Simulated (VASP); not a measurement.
# Si (P6/mmm) in VASP: notebook

The runs below take Si through single point, with LDA.

Everything below comes from runs of VASP 6.6.1. Logs are shortened: lines on timing, memory, paths and dates and some standing lists are left out, and cuts for length are marked.

### Step 1. The cell of the first run

The structure is hexagonal, space group P6/mmm (No. 191). Conventional cell: a = 2.621 Å, b = 2.621 Å, c = 2.503 Å, α = 90.00°, β = 90.00°, γ = 120.00°. Within 3.3 Å of Si (site symmetry 6/mmm) lie 8 Si at 2.50 to 2.62 Å.

This isn't the form of Si at room conditions, which is diamond.

### Step 2. Single point, LDA (strain +0.0150 x Voigt [0, 0, 1, 0, 0, 0])

Contents of INCAR:

```
PREC = Accurate
ENCUT = 520
EDIFF = 1E-6
ISMEAR = 0
SIGMA = 0.15
LREAL = False
LASPH = True
NELM = 60
ALGO = Normal
ISIF = 2
LWAVE = False
LCHARG = False
NBANDS = 8
```

Contents of KPOINTS:

```
regular mesh
0
Gamma
  24 24 20
```

Contents of POSCAR:

```
Si
1.0
    2.6205428149      0.0000000000      0.0000000000
   -1.3102714075      2.2694566494      0.0000000000
    0.0000000000      0.0000000000      2.5033497058
Si
1
Direct
    0.0000000000      0.0000000000      0.0000000000
```

Potentials or basis: VASP PAW LDA potentials, release 64 (Si).

The run is started by

```console
$ cat potpaw_LDA.64/Si/POTCAR > POTCAR
$ mpirun -np 1 vasp_std > vasp.out
```

OUTCAR:

```text
PREC = Accurate
   ENCUT = 520
   EDIFF = 1E-6
   ISMEAR = 0
   LREAL = False
   LASPH = True
   NELM = 60
   ISIF = 2

 ion  position               nearest neighbor table
   1  0.000  0.000  0.000-

  LATTYP: Found a hexagonal cell.
 ALAT       =     2.6205428149
 C/A-ratio  =     0.9552790710

  Lattice vectors:

 A1 = (   2.6205428149,   0.0000000000,   0.0000000000)
 A2 = (  -1.3102714075,   2.2694566494,   0.0000000000)
 A3 = (   0.0000000000,   0.0000000000,   2.5033497058)

Analysis of symmetry for initial positions (statically):
=====================================================================
 Subroutine PRICEL returns:
 Original cell was already a primitive cell.

 Routine SETGRP: Setting up the symmetry group for a
 hexagonal supercell.

 Subroutine GETGRP returns: Found 24 space group operations
 (whereof 24 operations were pure point group operations)
 out of a pool of 24 trial point group operations.

The static configuration has the point symmetry D_6h.

Analysis of symmetry for dynamics (positions and initial velocities):
=====================================================================
 Subroutine PRICEL returns:
 Original cell was already a primitive cell.

 Routine SETGRP: Setting up the symmetry group for a
 hexagonal supercell.

 Subroutine GETGRP returns: Found 24 space group operations
 (whereof 24 operations were pure point group operations)
 out of a pool of 24 trial point group operations.

The dynamic configuration has the point symmetry D_6h.

 Subroutine INISYM returns: Found 24 space group operations
 (whereof 24 operations are pure point group operations),
 and found     1 'primitive' translations

----------------------------------------------------------------------------------------

                                     Primitive cell

  volume of cell :      14.8879

  direct lattice vectors                    reciprocal lattice vectors
     2.620542815  0.000000000  0.000000000     0.381600329  0.220317053  0.000000000
    -1.310271407  2.269456649  0.000000000     0.000000000  0.440634105  0.000000000
     0.000000000  0.000000000  2.503349706     0.000000000  0.000000000  0.399464764

  length of vectors
     2.620542815  2.620542815  2.503349706     0.440634105  0.440634105  0.399464764

  position of ions in fractional coordinates (direct lattice)
     0.000000000  0.000000000  0.000000000

  ion indices of the primitive-cell ions
[... 75 lines left out ...]
   LREAL  =      F    real-space projection
   EDIFFG = 0.1E-04   stopping-criterion for IOM
   NSW    =      0    number of steps for IOM
   IBRION =     -1    ionic relax: 0-MD 1-quasi-New 2-CG
   NFREE  =      0    steps in history (QN), initial steepest desc. (CG)
   ISIF   =      2    stress and relaxation
   ISYM   =      2    0-nonsym 1-usesym 2-fastsym
   POTIM  = 0.5000    time-step for ionic-motion
   TEBEG  =    0.0;   TEEND  =   0.0 temperature during run
   PSTRESS=    0.0 pullay stress
   NELECT =       4.0000    total number of electrons
   NUPDOWN=      -1.0000    fix difference up-down
   EMIN   =  10.00;   EMAX   =-10.00  energy-range for DOS
   EFERMI =   0.00;   METHOD = LEGACY
   ISMEAR =     0;   SIGMA  =   0.15  broadening in eV -4-tet -1-fermi 0-gaus
   EFERMI_NEDOS =   21; number of points for ismear=-14 and -15
   IALGO  =     38    algorithm
   IMIX   =      4    mixing-type and parameters
     AMIX     =   0.40;   BMIX     =  1.00
     AMIX_MAG =   1.60;   BMIX_MAG =  1.00
  volume/ion in A,a.u.               =      14.89       100.47
  Fermi-wavevector in a.u.,A,eV,Ry     =   1.056371  1.996252 15.183018  1.115920
  Thomas-Fermi vector in A             =   2.191605
   LORBIT       =      0    0 simple, 1 ext, 2 COOP (PROOUT), +10 PAW based schemes
   GGA     = CA    functional components
   LHFCALC =     F    Hartree Fock is set to
   AEXX    =    0.0000 exact exchange contribution
   IVDW    =     0    specifies the selected vdW correction
   LEPSILON=     F    determine dielectric tensor
   LRPA    =     F    only Hartree local field effects (RPA)
 non-spin polarized calculation
 Gauss-broadening in eV      SIGMA  =   0.15
  energy-cutoff  :      520.00
  volume of cell :       14.89
 maximum number of plane-waves:       423
 NGX is ok and might be reduce to    20
   NGX =  9   NGY =  9   NGZ =  9

 number of electron       4.0000000 magnetization

 Free energy of the ion-electron system (eV)
  ---------------------------------------------------
  ext. energy  EPLUGINS =         0.00000000
  ---------------------------------------------------
  free energy    TOTEN  =        -5.73453071 eV

  energy without entropy =       -5.73001809  energy(sigma->0) =       -5.73227440

 E-fermi :   9.4816     XC(G=0): -11.0892

 val. band max:        9.4758049671   @ k =   0.3750   0.0417   0.4000
 cond. band min:       9.4818392427   @ k =   0.3750   0.2500   0.4000
 fundamental gap:      0.0060342756
 Fermi energy:         9.4816338490

 k-point     1 :       0.0000    0.0000    0.0000
  band No.  band energies     occupation
      1      -4.5043      2.00000
      2      16.8298      0.00000
      3      16.8422      0.00000
      4      19.8070      0.00000
      5      19.8070      0.00000
      6      21.8117      0.00000
      7      21.8117      0.00000
      8      27.3144      0.00000
[... 243 lines left out ...]
 k-point    24 :       0.4583    0.0417    0.0000
  band No.  band energies     occupation
      1       1.7439      2.00000
      2       3.1264      2.00000
      3      13.7392      0.00000
      4      17.0896      0.00000
      5      21.5689      0.00000
      6      24.2495      0.00000
      7      25.9799      0.00000
      8      28.0570      0.00000

 [... further k-points ...]

------------------------ aborting loop because EDIFF is reached ----------------------------------------

  FORCE on cell =-STRESS in cart. coord.  units (eV):
  Direction    XX          YY          ZZ          XY          YZ          ZX
  --------------------------------------------------------------------------------------
  -------------------------------------------------------------------------------------
  Total       -0.0943431     -0.0943431     -0.5002364      0.0000000     -0.0000000      0.0000000
  in kB      -10.1528002    -10.1528002    -53.8333266      0.0000000     -0.0000000      0.0000000
  external PRESSURE =     -24.7129757 kB  Pullay stress =       0.0000000 kB

 VOLUME and BASIS-vectors are now :
 -----------------------------------------------------------------------------
  energy-cutoff  :      520.00
  volume of cell :       14.89
      direct lattice vectors                 reciprocal lattice vectors
     2.620542815  0.000000000  0.000000000     0.381600329  0.220317053  0.000000000
    -1.310271407  2.269456649  0.000000000     0.000000000  0.440634105  0.000000000
     0.000000000  0.000000000  2.503349706     0.000000000  0.000000000  0.399464764

 POSITION                                       TOTAL-FORCE (eV/Angst)
 -----------------------------------------------------------------------------------
      0.00000      0.00000      0.00000        -0.000000      0.000000      0.000000
 -----------------------------------------------------------------------------------
    total drift:                               -0.000000     -0.000000      0.000000

  FREE ENERGIE OF THE ION-ELECTRON SYSTEM (eV)
  ---------------------------------------------------
  free  energy   TOTEN  =        -5.7345307115 eV

  energy  without entropy=       -5.7300180875  energy(sigma->0) =       -5.73227440
```

stdout:

```text
POSCAR found type information on POSCAR Si
 POSCAR found :  1 types and       1 ions
 scaLAPACK will be used
 LDA part: xc-table for (Slater(with rela. corr.)+CA(PZ))
 , standard interpolation
 POSCAR, INCAR and KPOINTS ok, starting setup
 FFT: planning ... GRIDC
 FFT: planning ... GRID_SOFT
 FFT: planning ... GRID
 WAVECAR not read
 entering main loop
```

Run time: 64 s. Hardware: 1 thread of Intel Xeon 8259CL, shared host; peak memory 0.17 GiB.

What came out:

```
Free energy            : -5.7345 eV
Pressure               : -2.5 GPa
Band gap on the k mesh : zero (bands 2 and 3 overlap by 11.81 eV)
```

Stress tensor (GPa, compression positive):
```
-1.02  0.00  0.00
 0.00 -1.02  0.00
 0.00  0.00 -5.38
```

Caveat: the cell differs from its parent crystal (strain +0.0150 x Voigt [0, 0, 1, 0, 0, 0]).

### Step 3. Single point, LDA (strain +0.0100 x Voigt [0, 0, 1, 0, 0, 0])

Contents of INCAR:

```
SYSTEM = Si
ALGO = Normal ; EDIFF = 1E-6
ENCUT = 520 ; GGA = CA
ISIF = 2 ; ISMEAR = 0
LASPH = .True. ; LCHARG = .False.
LREAL = .False. ; LWAVE = .False.
NBANDS = 8 ; NELM = 100
PREC = Accurate ; SIGMA = 0.15
```

Contents of KPOINTS:

```
k-points
0
Gamma
  24 24 20
  0 0 0
```

Edit POSCAR of step 2 so:

```diff
@@ -4,3 +4,3 @@
    -1.3102714075      2.2694566494      0.0000000000
-    0.0000000000      0.0000000000      2.5033497058
+    0.0000000000      0.0000000000      2.4910179339
 Si
```

Potentials or basis: VASP PAW LDA potentials, release 64 (Si).

The run is started by

```console
$ cat potpaw_LDA.64/Si/POTCAR > POTCAR
$ mpirun -np 1 vasp_std > vasp.out
```

OUTCAR:

```text
SYSTEM = Si
   EDIFF = 1E-6
   ENCUT = 520
   GGA = CA
   ISIF = 2
   ISMEAR = 0
   LASPH = .True.
   LREAL = .False.
   NELM = 100
   PREC = Accurate

 ion  position               nearest neighbor table
   1  0.000  0.000  0.000-

  LATTYP: Found a hexagonal cell.
 ALAT       =     2.6205428149
 C/A-ratio  =     0.9505732628

  Lattice vectors:

 A1 = (   2.6205428149,   0.0000000000,   0.0000000000)
 A2 = (  -1.3102714075,   2.2694566494,   0.0000000000)
 A3 = (   0.0000000000,   0.0000000000,   2.4910179339)

Analysis of symmetry for initial positions (statically):
=====================================================================
 Subroutine PRICEL returns:
 Original cell was already a primitive cell.

 Routine SETGRP: Setting up the symmetry group for a
 hexagonal supercell.

 Subroutine GETGRP returns: Found 24 space group operations
 (whereof 24 operations were pure point group operations)
 out of a pool of 24 trial point group operations.

The static configuration has the point symmetry D_6h.

Analysis of symmetry for dynamics (positions and initial velocities):
=====================================================================
 Subroutine PRICEL returns:
 Original cell was already a primitive cell.

 Routine SETGRP: Setting up the symmetry group for a
 hexagonal supercell.

 Subroutine GETGRP returns: Found 24 space group operations
 (whereof 24 operations were pure point group operations)
 out of a pool of 24 trial point group operations.

The dynamic configuration has the point symmetry D_6h.

 Subroutine INISYM returns: Found 24 space group operations
 (whereof 24 operations are pure point group operations),
 and found     1 'primitive' translations

[... 109 lines left out ...]
   IALGO  =     38    algorithm
   IMIX   =      4    mixing-type and parameters
     AMIX     =   0.40;   BMIX     =  1.00
     AMIX_MAG =   1.60;   BMIX_MAG =  1.00
  volume/ion in A,a.u.               =      14.81        99.97
  Fermi-wavevector in a.u.,A,eV,Ry     =   1.058112  1.999541 15.233086  1.119600
  Thomas-Fermi vector in A             =   2.193409
   LORBIT       =      0    0 simple, 1 ext, 2 COOP (PROOUT), +10 PAW based schemes
   GGA     = CA    functional components
   LHFCALC =     F    Hartree Fock is set to
   AEXX    =    0.0000 exact exchange contribution
   IVDW    =     0    specifies the selected vdW correction
   LEPSILON=     F    determine dielectric tensor
   LRPA    =     F    only Hartree local field effects (RPA)
 non-spin polarized calculation
 Gauss-broadening in eV      SIGMA  =   0.15
  energy-cutoff  :      520.00
  volume of cell :       14.81
 maximum number of plane-waves:       423
 NGX is ok and might be reduce to    20
   NGX =  9   NGY =  9   NGZ =  9

 number of electron       4.0000000 magnetization

 Free energy of the ion-electron system (eV)
  ---------------------------------------------------
  ext. energy  EPLUGINS =         0.00000000
  ---------------------------------------------------
  free energy    TOTEN  =        -5.73665181 eV

  energy without entropy =       -5.73206938  energy(sigma->0) =       -5.73436059

 E-fermi :   9.5499     XC(G=0): -11.1092

 val. band max:        9.5375096035   @ k =   0.2500   0.0833   0.2500
 cond. band min:       9.5501640234   @ k =   0.3750   0.2500   0.4000
 fundamental gap:      0.0126544199
 Fermi energy:         9.5498698243

 k-point     1 :       0.0000    0.0000    0.0000
  band No.  band energies     occupation
      1      -4.4810      2.00000
      2      16.9497      0.00000
      3      17.0872      0.00000
      4      19.8318      0.00000
      5      19.8318      0.00000
      6      21.8450      0.00000
      7      21.8450      0.00000
      8      27.3474      0.00000
[... 243 lines left out ...]
 k-point    24 :       0.4583    0.0417    0.0000
  band No.  band energies     occupation
      1       1.7633      2.00000
      2       3.1533      2.00000
      3      13.7658      0.00000
      4      17.1208      0.00000
      5      21.8115      0.00000
      6      24.4686      0.00000
      7      26.1342      0.00000
      8      28.2869      0.00000

 [... further k-points ...]

------------------------ aborting loop because EDIFF is reached ----------------------------------------

  FORCE on cell =-STRESS in cart. coord.  units (eV):
  Direction    XX          YY          ZZ          XY          YZ          ZX
  --------------------------------------------------------------------------------------
  -------------------------------------------------------------------------------------
  Total       -0.0819926     -0.0819926     -0.3695715      0.0000000     -0.0000000      0.0000000
  in kB       -8.8673820     -8.8673820    -39.9686071      0.0000000     -0.0000000      0.0000000
  external PRESSURE =     -19.2344570 kB  Pullay stress =       0.0000000 kB

 VOLUME and BASIS-vectors are now :
 -----------------------------------------------------------------------------
  energy-cutoff  :      520.00
  volume of cell :       14.81
      direct lattice vectors                 reciprocal lattice vectors
     2.620542815  0.000000000  0.000000000     0.381600329  0.220317053  0.000000000
    -1.310271407  2.269456649  0.000000000     0.000000000  0.440634105  0.000000000
     0.000000000  0.000000000  2.491017934     0.000000000  0.000000000  0.401442313

 POSITION                                       TOTAL-FORCE (eV/Angst)
 -----------------------------------------------------------------------------------
      0.00000      0.00000      0.00000         0.000000      0.000000      0.000000
 -----------------------------------------------------------------------------------
    total drift:                               -0.000000      0.000000      0.000000

  FREE ENERGIE OF THE ION-ELECTRON SYSTEM (eV)
  ---------------------------------------------------
  free  energy   TOTEN  =        -5.7366518074 eV

  energy  without entropy=       -5.7320693753  energy(sigma->0) =       -5.73436059
```

OSZICAR:

```text
N       E                     dE             d eps       ncg     rms          rms(c)
DAV:   1    -0.293043874488E+01   -0.29304E+01   -0.17993E+03 11640   0.380E+02
DAV:   2    -0.573106452948E+01   -0.28006E+01   -0.26838E+01 15792   0.311E+01
DAV:   3    -0.575060532797E+01   -0.19541E-01   -0.19524E-01 12424   0.271E+00
DAV:   4    -0.575063066385E+01   -0.25336E-04   -0.25336E-04 17528   0.103E-01
DAV:   5    -0.575063067563E+01   -0.11784E-07   -0.11741E-07 12544   0.119E-03    0.304E+00
DAV:   6    -0.574196605786E+01    0.86646E-02   -0.19701E-03 12680   0.193E-01    0.172E+00
DAV:   7    -0.573669804264E+01    0.52680E-02   -0.37885E-03 12240   0.275E-01    0.133E-01
DAV:   8    -0.573665196468E+01    0.46078E-04   -0.10514E-04 14584   0.557E-02    0.120E-02
DAV:   9    -0.573665180740E+01    0.15728E-06   -0.26172E-06 14808   0.129E-02
   1 F= -.57366518E+01 E0= -.57343606E+01  d E =-.458243E-02
```

stdout:

```text
POSCAR found type information on POSCAR Si
 POSCAR found :  1 types and       1 ions
 scaLAPACK will be used
 LDA part: xc-table for (Slater(with rela. corr.)+CA(PZ))
 , standard interpolation
 POSCAR, INCAR and KPOINTS ok, starting setup
 FFT: planning ... GRIDC
 FFT: planning ... GRID_SOFT
 FFT: planning ... GRID
 WAVECAR not read
 entering main loop
```

It took 63 s on 1 thread of Intel Xeon 8259CL, shared host; peak memory 0.17 GiB.

Results:

```
Free energy            : -5.7367 eV
Pressure               : -1.9 GPa
Band gap on the k mesh : zero (bands 2 and 3 overlap by 11.90 eV)
```

Caveat: the cell differs from its parent crystal (strain +0.0100 x Voigt [0, 0, 1, 0, 0, 0]).
